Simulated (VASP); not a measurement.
# Co3NiGe4 (R3) in VASP: single point with PBE

Aim: the single point of Co3NiGe4 with PBE.

Program: VASP 6.6.1. These are calculated values, not measurements. Logs are shortened: lines on timing, memory, paths and dates and some standing lists are left out, and cuts for length are marked.

## (1) The cell of the first run

The structure is trigonal, space group R3 (No. 146). The conventional cell has a = 6.577 Å, b = 6.577 Å, c = 8.078 Å, α = 90.00°, β = 90.00°, γ = 120.00°. Co (site symmetry 1) has 7 Ge at 2.38 to 2.62 Å and 2 Ni at 2.83 to 2.85 Å and 4 Co at 2.85 to 2.89 Å within 3.1 Å. Ni (site symmetry 3) has 7 Ge at 2.42 to 2.62 Å and 6 Co at 2.83 to 2.85 Å within 3.2 Å. Ge (site symmetry 3) has 6 Co at 2.42 to 2.61 Å and 1 Ni at 2.42 Å and 6 Ge at 2.87 to 2.91 Å within 3.2 Å. Within 3.1 Å of Ge (site symmetry 1) lie 5 Co at 2.38 to 2.62 Å and 2 Ni at 2.42 to 2.62 Å and 6 Ge at 2.87 to 2.91 Å.

## (2) Single point, PBE

The input, INCAR:

```
SYSTEM = Co3NiGe4
PREC = Accurate ; ENCUT = 520
EDIFF = 1E-7 ; ISMEAR = 0
SIGMA = 0.1 ; LREAL = .FALSE.
LASPH = .TRUE. ; NELM = 80
ALGO = Fast ; ISIF = 2
LWAVE = .FALSE. ; LCHARG = .FALSE.
GGA = PE ; NBANDS = 56
KPAR = 4
```

The input, KPOINTS:

```
regular mesh
0
G
  12 12 12
  0 0 0
```

The input, POSCAR:

```
Co3NiGe4
1.0
    3.2884844902      1.8986074057      2.6927073000
   -3.2884844902      1.8986074057      2.6927073000
    0.0000000000     -3.7972148113      2.6927073000
Co Ni Ge
3 1 4
Direct
    0.8601800000      0.3660710000      0.1350310000
    0.1350310000      0.8601800000      0.3660710000
    0.3660710000      0.1350310000      0.8601800000
    0.6372630000      0.6372630000      0.6372630000
    0.3371380000      0.3371380000      0.3371380000
    0.1610400000      0.6601300000      0.8431490000
    0.8431490000      0.1610400000      0.6601300000
    0.6601300000      0.8431490000      0.1610400000
```

Potentials or basis: VASP PAW PBE potentials, release 64 (Co, Ni, Ge_d).

Started as:

```
> cat potpaw_PBE.64/Co/POTCAR potpaw_PBE.64/Ni/POTCAR potpaw_PBE.64/Ge_d/POTCAR > POTCAR
> mpirun -np 4 vasp_std > vasp.out
```

OUTCAR:

```text
SYSTEM = Co3NiGe4
   PREC = Accurate
   ENCUT = 520
   EDIFF = 1E-7
   ISMEAR = 0
   LREAL = .FALSE.
   LASPH = .TRUE.
   NELM = 80
   ISIF = 2
   GGA = PE

 ion  position               nearest neighbor table
   1  0.860  0.366  0.135-   6 2.38   8 2.41   7 2.41   5 2.42   8 2.61   5 2.61   7 2.62   4 2.83
                             3 2.85   2 2.85   4 2.85   2 2.89   3 2.89
   2  0.135  0.860  0.366-   7 2.38   6 2.41   8 2.41   5 2.42   6 2.61   5 2.61   8 2.62   4 2.83
                             3 2.85   1 2.85   4 2.85   1 2.89   3 2.89
   3  0.366  0.135  0.860-   8 2.38   7 2.41   6 2.41   5 2.42   7 2.61   5 2.61   6 2.62   4 2.83
                             2 2.85   1 2.85   4 2.85   1 2.89   2 2.89
   4  0.637  0.637  0.637-   7 2.42   8 2.42   6 2.42   5 2.42   8 2.62   6 2.62   7 2.62   3 2.83
                             1 2.83   2 2.83   2 2.85   1 2.85   3 2.85
   5  0.337  0.337  0.337-   3 2.42   1 2.42   2 2.42   4 2.42   2 2.61   3 2.61   1 2.61   8 2.87
                             6 2.87   7 2.87   7 2.91   6 2.91   8 2.91
   6  0.161  0.660  0.843-   1 2.38   2 2.41   3 2.41   4 2.42   2 2.61   3 2.62   4 2.62   5 2.87
                             7 2.89   8 2.89   8 2.89   7 2.89   5 2.91
   7  0.843  0.161  0.660-   2 2.38   3 2.41   1 2.41   4 2.42   3 2.61   1 2.62   4 2.62   5 2.87
                             6 2.89   8 2.89   8 2.89   6 2.89   5 2.91
   8  0.660  0.843  0.161-   3 2.38   1 2.41   2 2.41   4 2.42   1 2.61   2 2.62   4 2.62   5 2.87
                             6 2.89   7 2.89   7 2.89   6 2.89   5 2.91

  LATTYP: Found a trigonal (rhomboedric) cell.
 ALAT       =     4.6550524086
 COS(alpha) =     0.0019037088

  Lattice vectors:

 A1 = (   3.2884844902,   1.8986074057,   2.6927073000)
 A2 = (  -3.2884844902,   1.8986074057,   2.6927073000)
 A3 = (   0.0000000000,  -3.7972148113,   2.6927073000)

Analysis of symmetry for initial positions (statically):
=====================================================================
 Subroutine PRICEL returns:
 Original cell was already a primitive cell.

 Routine SETGRP: Setting up the symmetry group for a
 trigonal (rhombohedral) supercell.

 Subroutine GETGRP returns: Found  3 space group operations
 (whereof  3 operations were pure point group operations)
 out of a pool of 12 trial point group operations.

The static configuration has the point symmetry C_3 .

Analysis of symmetry for dynamics (positions and initial velocities):
=====================================================================
 Subroutine PRICEL returns:
 Original cell was already a primitive cell.

 Routine SETGRP: Setting up the symmetry group for a
 trigonal (rhombohedral) supercell.

 Subroutine GETGRP returns: Found  3 space group operations
 (whereof  3 operations were pure point group operations)
 out of a pool of 12 trial point group operations.

The dynamic configuration has the point symmetry C_3 .

 Subroutine INISYM returns: Found  3 space group operations
 (whereof  3 operations are pure point group operations),
 and found     1 'primitive' translations

----------------------------------------------------------------------------------------

                                     Primitive cell

  volume of cell :     100.8722

  direct lattice vectors                    reciprocal lattice vectors
     3.288484490  1.898607406  2.692707300     0.152045722  0.087783639  0.123791150
    -3.288484490  1.898607406  2.692707300    -0.152045722  0.087783639  0.123791150
     0.000000000 -3.797214811  2.692707300     0.000000000 -0.175567278  0.123791150

  length of vectors
     4.655052409  4.655052409  4.655052409     0.214821130  0.214821130  0.214821130

  position of ions in fractional coordinates (direct lattice)
     0.860180000  0.366071000  0.135031000
     0.135031000  0.860180000  0.366071000
     0.366071000  0.135031000  0.860180000
     0.637263000  0.637263000  0.637263000
     0.337138000  0.337138000  0.337138000
     0.161040000  0.660130000  0.843149000
     0.843149000  0.161040000  0.660130000
     0.660130000  0.843149000  0.161040000

  ion indices of the primitive-cell ions
   primitive index   ion index
                 1           1
                 2           2
                 3           3
                 4           4
                 5           5
                 6           6
                 7           7
                 8           8

----------------------------------------------------------------------------------------

 KPOINTS: regular mesh

Automatic generation of k-mesh.
 Grid dimensions read from file:
 generate k-points for:   12   12   12

 Generating k-lattice:

  Cartesian coordinates                     Fractional coordinates (reciprocal lattice)
     0.012670477  0.007315303  0.010315929     0.083333333 -0.000000000 -0.000000000
    -0.012670477  0.007315303  0.010315929    -0.000000000  0.083333333 -0.000000000
     0.000000000 -0.014630606  0.010315929     0.000000000  0.000000000  0.083333333

  Length of vectors
     0.017901761  0.017901761  0.017901761

  Shift w.r.t. Gamma in fractional coordinates (k-lattice)
     0.000000000  0.000000000  0.000000000

 Subroutine IBZKPT returns following result:
 ===========================================

 Found    294 irreducible k-points:

 Following reciprocal coordinates:
            Coordinates               Weight
  0.000000  0.000000  0.000000      1.000000
  0.083333 -0.000000  0.000000      6.000000
  0.166667 -0.000000 -0.000000      6.000000
  0.250000  0.000000  0.000000      6.000000
  0.333333 -0.000000 -0.000000      6.000000
  0.416667 -0.000000  0.000000      6.000000
[... 16 lines left out ...]
 -0.250000  0.083333  0.000000      6.000000
  0.250000  0.000000 -0.083333      6.000000
 [... further k-points ...]
   k-points           NKPTS =    294   k-points in BZ     NKDIM =    294   number of bands    NBANDS=     56
   number of dos      NEDOS =    301   number of ions     NIONS =      8
   total plane-waves  NPLWV =  46656
   dimension x,y,z NGX =    36 NGY =   36 NGZ =   36
   dimension x,y,z NGXF=    72 NGYF=   72 NGZF=   72
   ions per type =               3   1   4
   NGX,Y,Z   is equivalent  to a cutoff of  12.86, 12.86, 12.86 a.u.
   NGXF,Y,Z  is equivalent  to a cutoff of  25.71, 25.71, 25.71 a.u.
 SYSTEM =  Co3NiGe4
   PREC   = accura    normal or accurate (medium, high low for compatibility)
   ISTART =      0    job   : 0-new  1-cont  2-samecut
   ICHARG =      2    charge: 1-file 2-atom 10-const
   ISPIN  =      1    spin polarized calculation?
   LNONCOLLINEAR =      F non collinear calculations
   LSORBIT =      F    spin-orbit coupling
   LASPH  =      T    aspherical Exc in radial PAW
   ENCUT  =  520.0 eV  38.22 Ry    6.18 a.u.   8.66  8.66  8.66*2*pi/ulx,y,z
   NELM   =     80;   NELMIN=  2; NELMDL= -5     # of ELM steps
   EDIFF  = 0.1E-06   stopping-criterion for ELM
   LREAL  =      F    real-space projection
   EDIFFG = 0.1E-05   stopping-criterion for IOM
   NSW    =      0    number of steps for IOM
   IBRION =     -1    ionic relax: 0-MD 1-quasi-New 2-CG
   NFREE  =      0    steps in history (QN), initial steepest desc. (CG)
   ISIF   =      2    stress and relaxation
   ISYM   =      2    0-nonsym 1-usesym 2-fastsym
   POTIM  = 0.5000    time-step for ionic-motion
   TEBEG  =    0.0;   TEEND  =   0.0 temperature during run
   PSTRESS=    0.0 pullay stress
   NELECT =      93.0000    total number of electrons
   NUPDOWN=      -1.0000    fix difference up-down
   EMIN   =  10.00;   EMAX   =-10.00  energy-range for DOS
   EFERMI =   0.00;   METHOD = LEGACY
   ISMEAR =     0;   SIGMA  =   0.10  broadening in eV -4-tet -1-fermi 0-gaus
   EFERMI_NEDOS =   21; number of points for ismear=-14 and -15
   IALGO  =     68    algorithm
   IMIX   =      4    mixing-type and parameters
     AMIX     =   0.40;   BMIX     =  1.00
     AMIX_MAG =   1.60;   BMIX_MAG =  1.00
  volume/ion in A,a.u.               =      12.61        85.09
  Fermi-wavevector in a.u.,A,eV,Ry     =   1.593353  3.011001 34.542118  2.538774
  Thomas-Fermi vector in A             =   2.691596
   LORBIT       =      0    0 simple, 1 ext, 2 COOP (PROOUT), +10 PAW based schemes
   GGA     = PE    functional components
   LHFCALC =     F    Hartree Fock is set to
   AEXX    =    0.0000 exact exchange contribution
   IVDW    =     0    specifies the selected vdW correction
   LEPSILON=     F    determine dielectric tensor
   LRPA    =     F    only Hartree local field effects (RPA)
 non-spin polarized calculation
 RMM-DIIS sequential band-by-band and
 Gauss-broadening in eV      SIGMA  =   0.10
  energy-cutoff  :      520.00
  volume of cell :      100.87
 maximum number of plane-waves:      2800
   NGX = 17   NGY = 17   NGZ = 17

 number of electron      92.9999962 magnetization

 Free energy of the ion-electron system (eV)
  ---------------------------------------------------
  ext. energy  EPLUGINS =         0.00000000
  ---------------------------------------------------
  free energy    TOTEN  =       -46.24969495 eV

  energy without entropy =      -46.22973199  energy(sigma->0) =      -46.23971347

 E-fermi :  10.1814     XC(G=0): -12.9833

 val. band max:       10.1794343896   @ k =  -0.1667   0.1667   0.0833
 cond. band min:      10.1835544353   @ k =  -0.4167   0.5000   0.1667
 fundamental gap:      0.0041200457
 Fermi energy:        10.1814313398

 k-point     1 :       0.0000    0.0000    0.0000
  band No.  band energies     occupation
      1     -14.9134      2.00000
      2     -14.8981      2.00000
      3     -14.8981      2.00000
      4     -14.8800      2.00000
      5     -14.8556      2.00000
      6     -14.8556      2.00000
[... 48 lines left out ...]
     55      13.2407      0.00000
     56      14.3663      0.00000

 k-point     2 :       0.0833   -0.0000    0.0000
  band No.  band energies     occupation
      1     -14.9134      2.00000
      2     -14.8993      2.00000
      3     -14.8969      2.00000
      4     -14.8790      2.00000
      5     -14.8566      2.00000
      6     -14.8544      2.00000
[... 48 lines left out ...]
     55      13.3118      0.00000
     56      14.6528      0.00000

 k-point     3 :       0.1667   -0.0000   -0.0000
  band No.  band energies     occupation
      1     -14.9131      2.00000
      2     -14.9003      2.00000
      3     -14.8956      2.00000
      4     -14.8770      2.00000
      5     -14.8582      2.00000
      6     -14.8523      2.00000
[... 1172 lines left out ...]
 k-point    23 :      -0.2500    0.0833    0.0000
  band No.  band energies     occupation
      1     -14.9111      2.00000
      2     -14.9015      2.00000
      3     -14.8951      2.00000
      4     -14.8768      2.00000
      5     -14.8590      2.00000
      6     -14.8515      2.00000
[... 48 lines left out ...]
     55      14.1664      0.00000
     56      14.9745      0.00000

 k-point    24 :       0.2500    0.0000   -0.0833
  band No.  band energies     occupation
      1     -14.9113      2.00000
      2     -14.9008      2.00000
      3     -14.8961      2.00000
      4     -14.8750      2.00000
      5     -14.8612      2.00000
      6     -14.8503      2.00000
[... 48 lines left out ...]
     55      14.1537      0.00000
     56      14.8526      0.00000

 [... further k-points ...]

------------------------ aborting loop because EDIFF is reached ----------------------------------------

  FORCE on cell =-STRESS in cart. coord.  units (eV):
  Direction    XX          YY          ZZ          XY          YZ          ZX
  --------------------------------------------------------------------------------------
  -------------------------------------------------------------------------------------
  Total        0.0478763      0.0478763      0.0549034     -0.0000002      0.0000000      0.0000000
  in kB        0.7604315      0.7604315      0.8720446     -0.0000030      0.0000000      0.0000000
  external PRESSURE =       0.7976359 kB  Pullay stress =       0.0000000 kB

 VOLUME and BASIS-vectors are now :
 -----------------------------------------------------------------------------
  energy-cutoff  :      520.00
  volume of cell :      100.87
      direct lattice vectors                 reciprocal lattice vectors
     3.288484490  1.898607406  2.692707300     0.152045722  0.087783639  0.123791150
    -3.288484490  1.898607406  2.692707300    -0.152045722  0.087783639  0.123791150
     0.000000000 -3.797214811  2.692707300     0.000000000 -0.175567278  0.123791150

 POSITION                                       TOTAL-FORCE (eV/Angst)
 -----------------------------------------------------------------------------------
      1.62487      1.81543      3.66553         0.000364     -0.011130     -0.003965
     -2.38464      0.49946      3.66553         0.009456      0.005881     -0.003965
      0.75977     -2.31489      3.66553        -0.009821      0.005249     -0.003965
      0.00000      0.00000      5.14789         0.000000      0.000000      0.008972
      0.00000      0.00000      2.72344         0.000000     -0.000000     -0.004274
     -1.64125     -1.64254      4.48152        -0.001206     -0.004760      0.002399
      2.24310     -0.60009      4.48152         0.004725      0.001335      0.002399
     -0.60186      2.24263      4.48152        -0.003519      0.003425      0.002399
 -----------------------------------------------------------------------------------
    total drift:                               -0.000000      0.000025      0.003151

  FREE ENERGIE OF THE ION-ELECTRON SYSTEM (eV)
  ---------------------------------------------------
  free  energy   TOTEN  =       -46.2496949474 eV

  energy  without entropy=      -46.2297319861  energy(sigma->0) =      -46.23971347
```

Wall time 25 min (4 MPI ranks of Oxide Virtual Turin-like, shared host); peak memory 1.3 GiB.

Results:

```
Free energy            : -46.2497 eV
Pressure               : 0.1 GPa
Largest force          : 0.012 eV/Å
Band gap on the k mesh : zero (an odd number of electrons rules out a gap without spin polarisation)
```

Forces in eV/Å, atoms in the order of the input:
```
Co   0.000 -0.011 -0.004
Co   0.009  0.006 -0.004
Co  -0.010  0.005 -0.004
Ni   0.000  0.000  0.009
Ge   0.000  0.000 -0.004
Ge  -0.001 -0.005  0.002
Ge   0.005  0.001  0.002
Ge  -0.004  0.003  0.002
```

Caveat: an odd number of electrons without spin polarisation forces a metal; a magnetic or distorted state may lie lower; the run has no spin polarisation, though such a crystal can be magnetic. Spin polarisation is off, so any magnetic state and its effect on volume and gap are missing.
